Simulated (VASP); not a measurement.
**SnO2: dielectric tensor with r2SCAN**

SnO2:

```
Sn O
1.0
     0.00000    2.53347    2.53347
     2.53347    0.00000    2.53347
     2.53347    2.53347    0.00000
Sn O
1 2
Direct
  0.00000 0.00000 0.00000
  0.25000 0.25000 0.25000
  0.75000 0.75000 0.75000
```

```
Program                : VASP 6.6.1
Task                   : dielectric tensor
Functional             : r2SCAN
Potentials or basis    : VASP PAW PBE potentials, release 64 (Sn_d, O)
Cutoff                 : 520 eV
k mesh                 : 8 × 8 × 8
Occupations            : gaussian, width 0.01 eV
Spin                   : no spin polarisation
Dipole correction      : no
Further INCAR settings : ALGO = Normal; EDIFF = 1e-08
```

- Band gap on the k mesh: 0.86 eV (least direct gap 2.29 eV)
- Electronic dielectric tensor (diagonal): 4.80
- Born charges (mean of the diagonal): Sn +4.49; O -2.25 e

Levels at points of the mesh, in eV from the valence-band top:
| k point | band 10 | band 11 | band 12 | band 13 | band 14 | band 15 | band 16 | band 17 |
| --- | --- | --- | --- | --- | --- | --- | --- | --- |
| (0.00, 0.00, 0.00) | -3.03 | -1.44 | -1.44 | -1.44 | 0.86 | 7.89 | 7.89 | 7.89 |
| (0.50, 0.00, 0.00) | -3.48 | -3.48 | -2.21 | -2.21 | 5.54 | 8.62 | 11.40 | 11.40 |
| (0.50, 0.50, 0.00) | -5.65 | -0.21 | -0.21 | -0.13 | 3.85 | 8.09 | 10.48 | 13.37 |

Electronic dielectric tensor:
```
4.80 0.00 0.00
0.00 4.80 0.00
0.00 0.00 4.80
```

Born effective charge tensors (e):
atom 1, Sn
```
4.49 0.00 0.00
0.00 4.49 0.00
0.00 0.00 4.49
```
atom 2, O
```
-2.25  0.00  0.00
 0.00 -2.25  0.00
 0.00  0.00 -2.25
```
atom 3, O
```
-2.25  0.00  0.00
 0.00 -2.25  0.00
 0.00  0.00 -2.25
```

Dipole moments of the cell (e·Å, modulo the quantum): ionic 0.000, 0.000, 0.000; electronic 0.000, 0.000, 0.007

It took 60 min on 1 thread of Intel(R) Xeon(R) Platinum 8488C (Sapphire Rapids), with other jobs on the host, peak memory 0.45 GiB.

Caveat: spin-orbit coupling is left out, which moves the levels of the heavy elements. A k mesh can miss the band edges.
